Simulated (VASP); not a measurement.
The system is InAgTe2.

```
CELL_PARAMETERS angstrom
-3.23360 3.23360 6.31655
3.23360 -3.23360 6.31655
3.23360 3.23360 -6.31655
ATOMIC_POSITIONS crystal
In 0.50000 0.50000 0.00000
In 0.25000 0.75000 0.50000
Ag 0.00000 0.00000 0.00000
Ag 0.75000 0.25000 0.50000
Te 0.37500 0.38680 0.51180
Te 0.61320 0.12500 0.98820
Te 0.87500 0.86320 0.48820
Te 0.13680 0.62500 0.01180
```

- Program: VASP 6.6.1
- Task: relaxation of cell and atoms
- Functional: r2SCAN
- Potentials or basis: VASP PAW PBE potentials, release 64 (In_d, Ag, Te)
- Cutoff: 550 eV
- k mesh: 6 × 6 × 6
- Occupations: fermi-dirac, width 0.02 eV
- Spin: no spin polarisation

At the start: pressure 2.1 GPa; volume 33.02 Å³/atom.

How do energy, volume and symmetry change on relaxing?

Over 12 steps the energy falls by 25.4 meV/atom and the volume is 34.04 Å³/atom (+3.1 %); space group I-42d (No. 122, to 0.1 Å) before and after.

Step by step:
```tsv
step	energy change (eV)	largest force (eV/Å)	pressure (GPa)	volume (Å³)
1	0.0000	0.8026	2.08	264.19
2	-0.1356	0.3188	-0.93	280.91
3	-0.1393	0.3811	-0.55	278.41
4	-0.1754	0.2569	-0.34	275.97
5	-0.2014	0.0140	0.12	271.58
6	-0.2014	0.0219	0.10	271.72
7	-0.2020	0.0025	-0.06	272.65
8	-0.2020	0.0025	-0.06	272.65
9	-0.2025	0.0069	-0.03	272.46
10	-0.2028	0.0122	0.00	272.23
11	-0.2028	0.0137	0.01	272.16
12	-0.2028	0.0070	-0.01	272.29
```

Final structure:
```yaml
crystal:
  lattice:
    - [-3.25729, 3.25729, 6.41601]
    - [3.25729, -3.25729, 6.41601]
    - [3.25729, 3.25729, -6.41601]
  atoms:
    - { symbol: In, position: [0.50000, 0.50000, 0.00000] }
    - { symbol: In, position: [0.25000, 0.75000, 0.50000] }
    - { symbol: Ag, position: [0.00000, 0.00000, 0.00000] }
    - { symbol: Ag, position: [0.75000, 0.25000, 0.50000] }
    - { symbol: Te, position: [0.37500, 0.37128, 0.49628] }
    - { symbol: Te, position: [0.62872, 0.12500, 0.00372] }
    - { symbol: Te, position: [0.87500, 0.87872, 0.50372] }
    - { symbol: Te, position: [0.12128, 0.62500, 0.99628] }
```

Caveat: the PAW data sets were made with another functional, which shifts forces and pressure a little.
